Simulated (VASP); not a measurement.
Input of a VASP 6.6.1 run:

INCAR

```
SYSTEM = C
PREC = Accurate
ENCUT = 520
EDIFF = 1E-7
ISMEAR = 0
SIGMA = 0.05
LREAL = .FALSE.
LASPH = .TRUE.
NELM = 60
ALGO = Normal
ISIF = 2
LWAVE = .FALSE.
LCHARG = .FALSE.
GGA = CA
NBANDS = 21
```

File KPOINTS:

```
regular mesh
0
G
  12 12 3
  0 0 0
```

POSCAR

```
C
1.0
   -1.2225127310     -2.1174541629      0.0000000000
    1.2225127310     -2.1174541629      0.0000000000
    0.0000000000      0.0000000000     10.4179937839
C
6
Direct
    1.0000000000      1.0000000000      0.7932316508
    0.3333333333      0.3333333333      0.1585609077
    0.6666666667      0.6666666667      0.4758962793
    1.0000000000      1.0000000000      0.4760781018
    0.3333333333      0.3333333333      0.7934134733
    0.6666666667      0.6666666667      0.1587427302
```

Potentials or basis: VASP PAW LDA potentials, release 64 (C).

Run with:

```console
$ cat potpaw_LDA.64/C/POTCAR > POTCAR
$ mpirun -np 1 vasp_std > vasp.out
```

Task: Predict the pressure.

Result: 0.6 GPa.

Task: What does it give for the largest force?

Result: 0.035 eV/Å.

Forces on the atoms (eV/Å):
```
C    0.000  0.000  0.035
C    0.000  0.000 -0.013
C    0.000  0.000  0.000
C    0.000  0.000  0.000
C    0.000  0.000  0.013
C    0.000  0.000 -0.035
```

Caveat: the cell differs from its parent crystal (the distance across one plane changed).
